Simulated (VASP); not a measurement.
# InF3 (R-3c) in VASP: notebook, part 2 of 2

VASP 6.6.1. The steps go on from the part before.

### Step 3. Single point, LDA (13.18 Å³/atom)

This run uses another cell than the first one, of 13.18 Å³/atom.

INCAR reads:

```
SYSTEM = InF3
PREC = Accurate
ENCUT = 520
EDIFF = 1E-6
ISMEAR = 0
SIGMA = 0.02
LREAL = .False.
LASPH = .True.
NELM = 60
ALGO = Normal
ISIF = 2
LWAVE = .False.
LCHARG = .True.
GGA = CA
LELF = .True.
LVHAR = .True.
NBANDS = 44
```

KPOINTS reads:

```
regular mesh
0
Gamma
  6 6 6
  0 0 0
```

POSCAR reads:

```
InF3
1.0
    2.5047580612      1.4461227409      4.8531424240
   -2.5047580612      1.4461227409      4.8531424240
    0.0000000000     -2.8922454818      4.8531424240
In F
2 6
Direct
    0.0000000000      0.0000000000      0.0000000000
    0.5000000000      0.5000000000      0.5000000000
    0.9129517811      0.5870482189      0.2500000000
    0.2500000000      0.9129517811      0.5870482189
    0.5870482189      0.2500000000      0.9129517811
    0.0870482189      0.4129517811      0.7500000000
    0.7500000000      0.0870482189      0.4129517811
    0.4129517811      0.7500000000      0.0870482189
```

Potentials or basis: VASP PAW LDA potentials, release 64 (In_d, F).

Started as:

```sh
$ cat potpaw_LDA.64/In_d/POTCAR potpaw_LDA.64/F/POTCAR > POTCAR
$ mpirun -np 1 vasp_std > vasp.out
```

It took 94 s on 1 thread of AMD EPYC 9R45 (Zen 5), shared host; peak memory 0.24 GiB.

It converged, with:

- Free energy: -40.3230 eV
- Pressure: 1.5 GPa
- Largest force: 0.048 eV/Å
- Band gap on the k mesh: 4.25 eV

Forces in eV/Å, atoms in the order of the input:
```
In   0.000  0.000  0.000
In   0.000  0.000  0.000
F    0.048  0.000  0.000
F   -0.024  0.042  0.000
F   -0.024 -0.042  0.000
F   -0.048  0.000  0.000
F    0.024 -0.042  0.000
F    0.024  0.042  0.000
```

Stress tensor (GPa, compression positive):
```
1.42 0.00 0.00
0.00 1.42 0.00
0.00 0.00 1.68
```

Levels at points of the mesh, in eV from the valence-band top:
```
           k point  band 32  band 33  band 34  band 35  band 36  band 37
(0.00, 0.00, 0.00)    -0.19     0.00     0.00     4.25     9.85    10.50
(0.50, 0.00, 0.00)    -0.31    -0.17    -0.17     7.03     7.03    11.32
(0.50, 0.50, 0.00)    -0.17    -0.09    -0.03     6.99     8.51     9.81
(0.50, 0.50, 0.50)    -0.11    -0.11    -0.11     6.73     6.73    12.14
```

Caveat: spin-orbit coupling is left out, which moves the levels of the heavy elements.

### Step 4. Single point, LDA

This run uses another cell than the first one, of 13.59 Å³/atom.

INCAR reads:

```
SYSTEM = InF3
PREC = Accurate
ENCUT = 520
EDIFF = 1E-6
ISMEAR = 0
SIGMA = 0.02
LREAL = .False.
LASPH = .True.
NELM = 100
ALGO = Normal
ISIF = 2
LWAVE = .False.
LCHARG = .False.
NBANDS = 44
```

KPOINTS reads:

```
Automatic mesh
0
Gamma
  6 6 6
  0 0 0
```

POSCAR reads:

```
InF3
1.0
    2.5446282465      1.4691418031      4.8476826453
   -2.5446282465      1.4691418031      4.8476826453
    0.0000000000     -2.9382836062      4.8476826453
In F
2 6
Direct
    0.0000000000      0.0000000000      0.0000000000
    0.5000000000      0.5000000000      0.5000000000
    0.9037366053      0.5962633947      0.2500000000
    0.2500000000      0.9037366053      0.5962633947
    0.5962633947      0.2500000000      0.9037366053
    0.0962633947      0.4037366053      0.7500000000
    0.7500000000      0.0962633947      0.4037366053
    0.4037366053      0.7500000000      0.0962633947
```

Started as:

```sh
$ cat potpaw_LDA.64/In_d/POTCAR potpaw_LDA.64/F/POTCAR > POTCAR
$ mpirun -np 1 vasp_std > vasp.out
```

Run time: 90 s. Hardware: 1 thread of AMD EPYC 9R45 (Zen 5), shared host; peak memory 0.24 GiB.

Results (log left out):

```yaml
Free_energy: -40.3365 eV
Pressure: 0.6 GPa
Largest_force: 0.048 eV/Å
Band_gap_on_the_k_mesh: 4.26 eV (least direct gap 4.27 eV)
```

Forces in eV/Å, atoms in the order of the input:
```
In   0.000  0.000  0.000
In   0.000  0.000  0.000
F    0.048  0.000  0.000
F   -0.024  0.041  0.000
F   -0.024 -0.041  0.000
F   -0.048  0.000  0.000
F    0.024 -0.041  0.000
F    0.024  0.041  0.000
```

Stress tensor (GPa, compression positive):
```
0.51 0.00 0.00
0.00 0.51 0.00
0.00 0.00 0.68
```

Levels at points of the mesh, in eV from the valence-band top:
```
           k point  band 31  band 32  band 33  band 34  band 35  band 36  band 37  band 38
(0.00, 0.00, 0.00)    -0.16    -0.16    -0.01    -0.01     4.26     9.89    10.55    11.87
(0.50, 0.00, 0.00)    -0.30    -0.30    -0.15    -0.15     6.99     6.99    11.27    11.27
(0.50, 0.50, 0.00)    -0.29    -0.19    -0.07     0.00     6.95     8.52     9.79    10.72
(0.50, 0.50, 0.50)    -0.12    -0.12    -0.12    -0.12     6.74     6.74    12.04    12.04
```

Caveat: spin-orbit coupling is left out, which moves the levels of the heavy elements. A hybrid or GW would open this gap; LDA tends to underestimate it.

### Step 5. Single point, LDA

This run uses another cell than the first one, of 13.59 Å³/atom.

INCAR reads:

```
  ALGO = Normal
  EDIFF = 1E-6
  ENCUT = 520
  ISIF = 2
  ISMEAR = 0
  LASPH = True
  LCHARG = False
  LREAL = False
  LWAVE = False
  NBANDS = 44
  NELM = 60
  PREC = Accurate
  SIGMA = 0.02
```

KPOINTS reads:

```
k-points
0
Gamma
  6 6 6
```

POSCAR is that of step 4.

Potentials or basis: VASP PAW LDA potentials, release 64 (In_d, F).

Started as:

```sh
$ cat potpaw_LDA.64/In_d/POTCAR potpaw_LDA.64/F/POTCAR > POTCAR
$ mpirun -np 1 vasp_std > vasp.out
```

OUTCAR:

```text
EDIFF = 1E-6
   ENCUT = 520
   ISIF = 2
   ISMEAR = 0
   LASPH = True
   LREAL = False
   NELM = 60
   PREC = Accurate

 ion  position               nearest neighbor table
   1  0.000  0.000  0.000-   3 2.06   6 2.06   4 2.06   7 2.06   5 2.06   8 2.06   2 3.81   2 3.81
                             2 3.81   2 3.81   2 3.81   2 3.81
   2  0.500  0.500  0.500-   3 2.06   6 2.06   5 2.06   8 2.06   7 2.06   4 2.06   1 3.81   1 3.81
                             1 3.81   1 3.81   1 3.81   1 3.81
   3  0.904  0.596  0.250-   1 2.06   2 2.06
   4  0.250  0.904  0.596-   1 2.06   2 2.06
   5  0.596  0.250  0.904-   2 2.06   1 2.06
   6  0.096  0.404  0.750-   1 2.06   2 2.06
   7  0.750  0.096  0.404-   1 2.06   2 2.06
   8  0.404  0.750  0.096-   2 2.06   1 2.06

  LATTYP: Found a trigonal (rhomboedric) cell.
 ALAT       =     5.6686451274
 COS(alpha) =     0.5969859903

  Lattice vectors:

 A1 = (   2.5446282465,   1.4691418031,   4.8476826453)
 A2 = (  -2.5446282465,   1.4691418031,   4.8476826453)
 A3 = (   0.0000000000,  -2.9382836062,   4.8476826453)

[... 192 lines left out ...]
 fundamental gap:      4.2560803671
 Fermi energy:        -0.7073120911

 k-point     1 :       0.0000    0.0000    0.0000
  band No.  band energies     occupation
      1     -20.9543      2.00000
      2     -20.4299      2.00000
      3     -20.4299      2.00000
      4     -20.2916      2.00000
      5     -20.1628      2.00000
      6     -20.1628      2.00000
[... 1117 lines left out ...]
     43      13.8047      0.00000
     44      14.3489      0.00000

 [... further k-points ...]

------------------------ aborting loop because EDIFF is reached ----------------------------------------

  FORCE on cell =-STRESS in cart. coord.  units (eV):
  Direction    XX          YY          ZZ          XY          YZ          ZX
  --------------------------------------------------------------------------------------
  -------------------------------------------------------------------------------------
  Total        0.3474216      0.3474216      0.4621778      0.0000000      0.0000000      0.0000000
  in kB        5.1191038      5.1191038      6.8099857      0.0000000      0.0000000      0.0000000
  external PRESSURE =       5.6827311 kB  Pullay stress =       0.0000000 kB

 VOLUME and BASIS-vectors are now :
 -----------------------------------------------------------------------------
  energy-cutoff  :      520.00
  volume of cell :      108.74
      direct lattice vectors                 reciprocal lattice vectors
     2.544628246  1.469141803  4.847682645     0.196492356  0.113444915  0.068761377
    -2.544628246  1.469141803  4.847682645    -0.196492356  0.113444915  0.068761377
     0.000000000 -2.938283606  4.847682645     0.000000000 -0.226889830  0.068761377

 POSITION                                       TOTAL-FORCE (eV/Angst)
 -----------------------------------------------------------------------------------
      0.00000      0.00000      0.00000         0.000000     -0.000000      0.000000
      0.00000      0.00000      7.27152         0.000000      0.000000      0.000000
      0.78241      1.46914      8.48344         0.047662      0.000000     -0.000000
     -1.66352     -0.05699      8.48344        -0.023831      0.041277      0.000000
      0.88111     -1.41215      8.48344        -0.023831     -0.041277      0.000000
     -0.78241     -1.46914      6.05960        -0.047662      0.000000     -0.000000
      1.66352      0.05699      6.05960         0.023831     -0.041277      0.000000
     -0.88111      1.41215      6.05960         0.023831      0.041277      0.000000
 -----------------------------------------------------------------------------------
    total drift:                                0.000000      0.000000      0.000000

  FREE ENERGIE OF THE ION-ELECTRON SYSTEM (eV)
  ---------------------------------------------------
  free  energy   TOTEN  =       -40.3365039207 eV

  energy  without entropy=      -40.3365039207  energy(sigma->0) =      -40.33650392
```

Run time: 1.9 min. Hardware: 1 thread of AMD EPYC 9R45 (Zen 5), shared host; peak memory 0.24 GiB.

Results:

```
Free energy            : -40.3365 eV
Pressure               : 0.6 GPa
Largest force          : 0.048 eV/Å
Band gap on the k mesh : 4.26 eV (least direct gap 4.27 eV)
```

Forces in eV/Å, atoms in the order of the input:
```
In   0.000  0.000  0.000
In   0.000  0.000  0.000
F    0.048  0.000  0.000
F   -0.024  0.041  0.000
F   -0.024 -0.041  0.000
F   -0.048  0.000  0.000
F    0.024 -0.041  0.000
F    0.024  0.041  0.000
```

Caveat: spin-orbit coupling is left out, which moves the levels of the heavy elements.

### Step 6. Overview

```csv
cell,gap on the mesh (eV),pressure (GPa),largest force (eV/Å)
"a = 5.627 Å, angles 52.0°, 8 atoms, atomic positions A",4.24,3.0,0.05
"a = 5.650 Å, angles 52.6°, 8 atoms, atomic positions B",4.25,1.5,0.05
"a = 5.669 Å, angles 53.3°, 8 atoms, atomic positions C",4.26,0.6,0.05
```

Alike in all rows: task single point; level LDA; potentials or basis VASP PAW LDA potentials, release 64 (In_d, F); no spin polarisation; k mesh 6 × 6 × 6; cutoff (eV) 520; smearing gaussian 0.02 eV.

Caveats: spin-orbit coupling is left out, which moves the levels of the heavy elements.

Total energies depend on the potentials used, so only differences within one code and one set of settings carry meaning.
